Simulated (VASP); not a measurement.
# BaTiO3 in VASP: single point with RPBE

Aim: the single point of BaTiO3 with RPBE.

Everything below comes from runs of VASP 6.6.1. Logs are shortened: lines on timing, memory, paths and dates and some standing lists are left out, and cuts for length are marked.

## 1. The cell of the first run

The typed cell holds 10 atoms: a = 3.966 Å, b = 4.226 Å, c = 8.417 Å, α = 89.08°, β = 90.00°, γ = 90.00°.

## 2. Single point, RPBE

The input, INCAR:

```
SYSTEM = BaTiO3
PREC     = Accurate       ! precision mode
ENCUT    = 520            ! plane-wave cutoff, eV
EDIFF    = 1E-6           ! SCF threshold, eV
ISMEAR   = -1             ! smearing method
SIGMA    = 0.05           ! smearing width, eV
LREAL    = .FALSE.        ! projectors in reciprocal space
LASPH    = .TRUE.         ! aspherical terms in the spheres
NELM     = 100            ! most SCF steps
ALGO     = Normal         ! electronic algorithm
ISIF     = 2              ! what is computed and relaxed
LWAVE    = .FALSE.        ! write WAVECAR
LCHARG   = .TRUE.         ! write CHGCAR
GGA      = RP             ! functional
LELF     = .TRUE.         ! ELF
LVHAR    = .TRUE.       
NBANDS   = 51             ! bands
```

The input, KPOINTS:

```
Automatic mesh
0
G
  7 7 4
  0 0 0
```

The input, POSCAR:

```
BaTiO3
1.0
   -3.9658278313     -0.0019012190     -0.0009747110
    0.0008255876     -0.0343311782     -4.2260448897
    0.0036023880     -8.4172198974     -0.0662458091
Ba Ti O
2 2 6
Direct
   -0.0000360868      0.9809338388      0.4910531066
   -0.0000320733      0.9809308860     -0.0089467887
    0.4999160473      0.4635570224      0.2323241501
    0.4998949927      0.4635600349      0.7323240314
    0.5000244133      0.0323421741      0.2525832578
    0.5000314187      0.0323476354      0.7525833174
    0.5000305982      0.5057756597      0.5154801621
    0.5000319231      0.5057721019      0.0154796265
    1.0000616071      0.5173889241      0.2585598385
    0.0000771699      0.5173917228      0.7585592883
```

Potentials or basis: VASP PAW PBE potentials, release 64 (Ba_sv, Ti_sv, O).

The run is started by

```sh
cat potpaw_PBE.64/Ba_sv/POTCAR potpaw_PBE.64/Ti_sv/POTCAR potpaw_PBE.64/O/POTCAR > POTCAR
mpirun -np 1 vasp_std > vasp.out
```

OUTCAR:

```text
SYSTEM = BaTiO3
   PREC = Accurate
   ENCUT = 520
   EDIFF = 1E-6
   ISMEAR = -1
   LREAL = .FALSE.
   LASPH = .TRUE.
   NELM = 100
   ISIF = 2
   GGA = RP

 ion  position               nearest neighbor table
   1  1.000  0.981  0.491-   9 2.79   7 2.83   5 2.83   7 2.83   5 2.83  10 2.96   9 2.97   6 2.97
                             6 2.97   7 2.98   7 2.99  10 3.22   4 3.51   4 3.51   3 3.56   3 3.56
   2  1.000  0.981  0.991-  10 2.79   8 2.83   6 2.83   8 2.83   6 2.83   9 2.96  10 2.97   5 2.97
                             5 2.97   8 2.98   8 2.98   9 3.22   3 3.51   3 3.51   4 3.56   4 3.56
   3  0.500  0.464  0.232-   5 1.83   8 1.83   9 2.01   9 2.01   7 2.39   5 2.41   2 3.51   2 3.51
                             1 3.56   1 3.56   2 3.56   2 3.56   1 3.69   1 3.69
   4  0.500  0.464  0.732-   6 1.83   7 1.83  10 2.01  10 2.01   8 2.39   6 2.41   1 3.51   1 3.51
                             2 3.56   1 3.56   2 3.56   1 3.56   2 3.69   2 3.69
   5  0.500  0.032  0.253-   3 1.83   3 2.41   1 2.83   1 2.83   2 2.97   2 2.97
   6  0.500  0.032  0.753-   4 1.83   4 2.41   2 2.83   2 2.83   1 2.97   1 2.97
   7  0.500  0.506  0.515-   4 1.83   3 2.39   1 2.83   1 2.83   1 2.98   1 2.99
   8  0.500  0.506  0.015-   3 1.83   4 2.39   2 2.83   2 2.83   2 2.98   2 2.98
   9  0.000  0.517  0.259-   3 2.01   3 2.01   1 2.79   2 2.96   1 2.97   2 3.22
  10  0.000  0.517  0.759-   4 2.01   4 2.01   2 2.79   1 2.96   2 2.97   1 3.22

  LATTYP: Found a triclinic cell.
 ALAT       =     8.9875166621
 B/A-ratio  =     0.4412596445
 C/A-ratio  =     0.9365747700
 COS(alpha) =     0.0000533546
 COS(beta)  =     0.0075674680
 COS(gamma) =     0.8825448285

  Lattice vectors:

 A1 = (   7.9308300750,   0.0381336162,   4.2279943117)
 A2 = (   3.9658278313,   0.0019012190,   0.0009747110)
 A3 = (  -0.0036023880,   8.4172198974,   0.0662458091)

Analysis of symmetry for initial positions (statically):
=====================================================================
 Subroutine PRICEL returns:
 Original cell was already a primitive cell.

 Routine SETGRP: Setting up the symmetry group for a
 triclinic supercell.

 Subroutine GETGRP returns: Found  1 space group operations
 (whereof  1 operations were pure point group operations)
 out of a pool of  2 trial point group operations.

The static configuration has the point symmetry C_1 .

Analysis of symmetry for dynamics (positions and initial velocities):
=====================================================================
 Subroutine PRICEL returns:
 Original cell was already a primitive cell.

 Routine SETGRP: Setting up the symmetry group for a
[... 127 lines left out ...]
   NFREE  =      0    steps in history (QN), initial steepest desc. (CG)
   ISIF   =      2    stress and relaxation
   ISYM   =      2    0-nonsym 1-usesym 2-fastsym
   POTIM  = 0.5000    time-step for ionic-motion
   TEBEG  =    0.0;   TEEND  =   0.0 temperature during run
   PSTRESS=    0.0 pullay stress
   NELECT =      80.0000    total number of electrons
   NUPDOWN=      -1.0000    fix difference up-down
   EMIN   =  10.00;   EMAX   =-10.00  energy-range for DOS
   EFERMI =   0.00;   METHOD = LEGACY
   ISMEAR =    -1;   SIGMA  =   0.05  broadening in eV -4-tet -1-fermi 0-gaus
   EFERMI_NEDOS =   21; number of points for ismear=-14 and -15
   IALGO  =     38    algorithm
   IMIX   =      4    mixing-type and parameters
     AMIX     =   0.40;   BMIX     =  1.00
     AMIX_MAG =   1.60;   BMIX_MAG =  1.00
  volume/ion in A,a.u.               =      14.11        95.19
  Fermi-wavevector in a.u.,A,eV,Ry     =   1.355091  2.560751 24.983997  1.836272
  Thomas-Fermi vector in A             =   2.482208
   LORBIT       =      0    0 simple, 1 ext, 2 COOP (PROOUT), +10 PAW based schemes
   GGA     = RP    functional components
   LHFCALC =     F    Hartree Fock is set to
   AEXX    =    0.0000 exact exchange contribution
   IVDW    =     0    specifies the selected vdW correction
   LEPSILON=     F    determine dielectric tensor
   LRPA    =     F    only Hartree local field effects (RPA)
 non-spin polarized calculation
  energy-cutoff  :      520.00
  volume of cell :      141.06
 maximum number of plane-waves:      3821
 NGX is ok and might be reduce to    30
   NGX = 15   NGY = 15   NGZ = 31

 number of electron      79.9999981 magnetization

 Free energy of the ion-electron system (eV)
  ---------------------------------------------------
  ext. energy  EPLUGINS =         0.00000000
  ---------------------------------------------------
  free energy    TOTEN  =       -76.13887609 eV

  energy without entropy =      -76.13887609  energy(sigma->0) =      -76.13887609

 E-fermi :   4.3858     XC(G=0): -10.4805

 val. band max:        3.2287707013   @ k =   0.4286   0.4286  -0.0000
 cond. band min:       5.9153951953   @ k =   0.0000   0.0000   0.0000
 fundamental gap:      2.6866244940
 Fermi energy:         4.3858317894

 k-point     1 :       0.0000    0.0000    0.0000
  band No.  band energies     occupation
      1     -53.1976      2.00000
      2     -53.1971      2.00000
      3     -29.4553      2.00000
      4     -29.4376      2.00000
      5     -29.4321      2.00000
      6     -29.4240      2.00000
[... 1285 lines left out ...]
     50       9.9440      0.00000
     51      10.4743      0.00000

 [... further k-points ...]
[... 5 lines left out ...]
  --------------------------------------------------------------------------------------
  -------------------------------------------------------------------------------------
  Total        1.1284649      1.1333242      1.0969667     -0.0014856     -0.0251605     -0.0013812
  in kB       12.8170962     12.8722888     12.4593408     -0.0168738     -0.2857731     -0.0156874
  external PRESSURE =      12.7162419 kB  Pullay stress =       0.0000000 kB

 VOLUME and BASIS-vectors are now :
 -----------------------------------------------------------------------------
  energy-cutoff  :      520.00
  volume of cell :      141.06
      direct lattice vectors                 reciprocal lattice vectors
    -3.965827831 -0.001901219 -0.000974711    -0.252154100 -0.000107536 -0.000048386
     0.000825588 -0.034331178 -4.226044890     0.000057269  0.001862469 -0.236642989
     0.003602388 -8.417219897 -0.066245809     0.000056721 -0.118811644  0.000965203

 POSITION                                       TOTAL-FORCE (eV/Angst)
 -----------------------------------------------------------------------------------
     -3.96311     -4.16888     -4.17898        -0.000085     -0.039560     -0.042148
     -3.96132     -8.37749     -4.21209        -0.000096     -0.039546     -0.042201
     -1.98136     -1.97239     -1.97489        -0.000105     -0.057562     -0.058852
     -1.97948     -6.18100     -2.00803        -0.000247     -0.057637     -0.058875
     -1.98207     -2.12811     -0.15390        -0.000053      0.020126      0.060993
     -1.98030     -6.33672     -0.18705        -0.000026      0.020132      0.061326
     -1.98076     -4.35722     -2.17207        -0.000027      0.060166      0.021567
     -1.98257     -0.14861     -2.13893        -0.000034      0.059933      0.021537
      0.00111     -2.19412     -2.20364         0.000275      0.016975      0.018351
      0.00285     -6.40272     -2.23677         0.000397      0.016973      0.018300
 -----------------------------------------------------------------------------------
    total drift:                                0.000022      0.000263     -0.000074

  FREE ENERGIE OF THE ION-ELECTRON SYSTEM (eV)
  ---------------------------------------------------
  free  energy   TOTEN  =       -76.1388760922 eV

  energy  without entropy=      -76.1388760922  energy(sigma->0) =      -76.13887609
```

Run time: 8.3 min. Hardware: 1 thread of Intel Xeon 6975P-C (Granite Rapids), shared host; peak memory 0.65 GiB.

What came out:

```yaml
Free_energy: -76.1389 eV
Pressure: 1.3 GPa
Largest_force: 0.082 eV/Å
Band_gap_on_the_k_mesh: 2.69 eV
```

Forces in eV/Å, atoms in the order of the input:
```
Ba   0.000 -0.040 -0.042
Ba   0.000 -0.040 -0.042
Ti   0.000 -0.058 -0.059
Ti   0.000 -0.058 -0.059
O    0.000  0.020  0.061
O    0.000  0.020  0.061
O    0.000  0.060  0.022
O    0.000  0.060  0.022
O    0.000  0.017  0.018
O    0.000  0.017  0.018
```

Caveat: the PAW data sets were made with another functional, which shifts forces and pressure a little; spin-orbit coupling is left out, which moves the levels of the heavy elements. A hybrid or GW would open this gap; RPBE tends to underestimate it.
